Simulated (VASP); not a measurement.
Wanted: the native input for a VASP 6.6.1 run.

* Task: single point
* Functional: revPBE
* Potentials or basis: VASP PAW PBE potentials, release 64 (W_sv)
* Cutoff: 520 eV
* k mesh: 9 × 9 × 9
* Occupations: fermi-dirac, width 0.15 eV
* Spin: no spin polarisation
* Dipole correction: no
* Further INCAR settings: ALGO = Normal; EDIFF = 1e-06; NBANDS = 13

The structure of W lies in POSCAR:

```
W
1.0
    0.0000000000      2.0300000000      2.0300000000
    2.0300000000      0.0000000000      2.0300000000
    2.0300000000      2.0300000000      0.0000000000
W
1
Direct
    0.0000000000      0.0000000000      0.0000000000
```

These files were run (other wordings do the same):

INCAR

```
PREC = Accurate
ENCUT = 520
EDIFF = 1E-6
ISMEAR = -1
SIGMA = 0.15
LREAL = F
LASPH = T
NELM = 100
ALGO = Normal
ISIF = 2
LWAVE = F
LCHARG = T
GGA = RE
LELF = T
LVHAR = T
NBANDS = 13
```

KPOINTS

```
Automatic mesh
0
Gamma
  9 9 9
```

Potentials or basis: VASP PAW PBE potentials, release 64 (W_sv).

Command:

```console
$ cat potpaw_PBE.64/W_sv/POTCAR > POTCAR
$ mpirun -np 1 vasp_std > vasp.out
```

Results of the run:

| Quantity | Value |
| --- | --- |
| Pressure | -1.8 GPa |
| Band gap on the k mesh | zero (band 7 reaches 12.66 eV, above the bottom of band 8 at 9.77 eV) |

Caveat: the PAW data sets were made with another functional, which shifts forces and pressure a little; spin-orbit coupling is left out, which moves the levels of the heavy elements.

Wall time 6.2 s on 1 thread of Intel(R) Xeon(R) Platinum 8559C (Emerald Rapids), with other jobs on the host, peak memory 0.14 GiB.
